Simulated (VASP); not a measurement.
AlFe, 2 atoms in the cell. The structure is cubic, space group Pm-3m (No. 221). The conventional cell has a = 2.958 Å, b = 2.958 Å, c = 2.958 Å, α = 90.00°, β = 90.00°, γ = 90.00°. Al (site symmetry m-3m) has 8 Fe at 2.56 Å and 6 Al at 2.96 Å within 3.4 Å. Within 3.4 Å of Fe (site symmetry m-3m) lie 8 Al at 2.56 Å and 6 Fe at 2.96 Å.  This cell differs from its parent crystal: volume scaled by 1.05.

```yaml
Program: VASP 6.6.1
Task: single point
Functional: PBE
Potentials_or_basis: VASP PAW PBE potentials, release 64 (Al, Fe)
Cutoff: 520 eV
k_mesh: 11 × 11 × 11
Occupations: fermi-dirac, width 0.1 eV
Spin: collinear spin, ferromagnetic start
Starting_moments: "[0.0, 3.0] μB"
Dipole_correction: no
Further_INCAR_settings: ALGO = Normal; EDIFF = 1e-07; NBANDS = 16
```

Potentials or basis: VASP PAW PBE potentials, release 64 (Al, Fe).

Run with:

```bash
$ cat potpaw_PBE.64/Al/POTCAR potpaw_PBE.64/Fe/POTCAR > POTCAR
$ mpirun -np 1 vasp_std > vasp.out
```

Hardware: 1 thread of Intel(R) Xeon(R) Platinum 8559C (Emerald Rapids), on a shared host.

Estimate the wall time of this run.

Run time: 18 s on 1 thread of Intel(R) Xeon(R) Platinum 8559C (Emerald Rapids), on a shared host, peak memory 0.17 GiB. Counts: scf iterations 16, k points 56.
